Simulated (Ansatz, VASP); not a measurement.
## Hg in VASP and in Ansatz

File INCAR:

```
ALGO = Normal ; EDIFF = 1E-7
ENCUT = 520 ; GGA = PS
ISIF = 2 ; ISMEAR = -1
LASPH = True ; LCHARG = False
LREAL = False ; LWAVE = False
NBANDS = 12 ; NELM = 80
PREC = Accurate ; SIGMA = 0.08
```

KPOINTS

```
k-points
0
Gamma
  15 15 15
```

The input POSCAR:

```
Hg
1.0
   -1.4590335758      1.4590335758      1.4590335758
    1.4590335758     -1.4590335758      1.4590335758
    1.4590335758      1.4590335758     -1.4590335758
Hg
1
Direct
    0.0000000000      0.0000000000      0.0000000000
```

Input for Ansatz:

```yaml
crystal:
  lattice:
    - [-1.4590335758, 1.4590335758, 1.4590335758]
    - [1.4590335758, -1.4590335758, 1.4590335758]
    - [1.4590335758, 1.4590335758, -1.4590335758]
  atoms:
    - { symbol: Hg, position: [0.0, 0.0, 0.0] }
kpoints:
  mp_grid: { grid: [15, 15, 15] }
scf:
  occupations: { method: fermi_dirac, width: 0.08 }
hamiltonian:
  xc: pbesol
  pseudopotentials: { kind: all_electron, lapw: { basis_error: 0.001 } }
output:
  forces: true
  stress: true
  eigenvalues: true
  populations: true
```

Change from the starting cell: volume scaled by 0.52, LAPW.

Alike in both runs: task single point; functional PBEsol; k mesh 15 × 15 × 15; occupations fermi-dirac, width 0.08 eV; no spin polarisation.

|  | VASP | Ansatz |
| --- | --- | --- |
| version | VASP 6.6.1 | Ansatz 0.2.0 |
| potentials or method | VASP PAW PBE potentials, release 64 (Hg), cutoff 520 eV | all-electron LAPW, scalar-relativistic |

Ansatz gave:

- pressure (GPa): 206.4

Which values does VASP return?

Pressure (GPa): 218.4.

VASP's potentials were made for PBE, not for PBEsol. Both programs put the cell under a high pressure, so it lies far from rest at this level. Ansatz ran all-electron here, and VASP with PAW potentials.

Spin-orbit coupling is off throughout. Noted on VASP's run: the cell as given lies far from equilibrium.
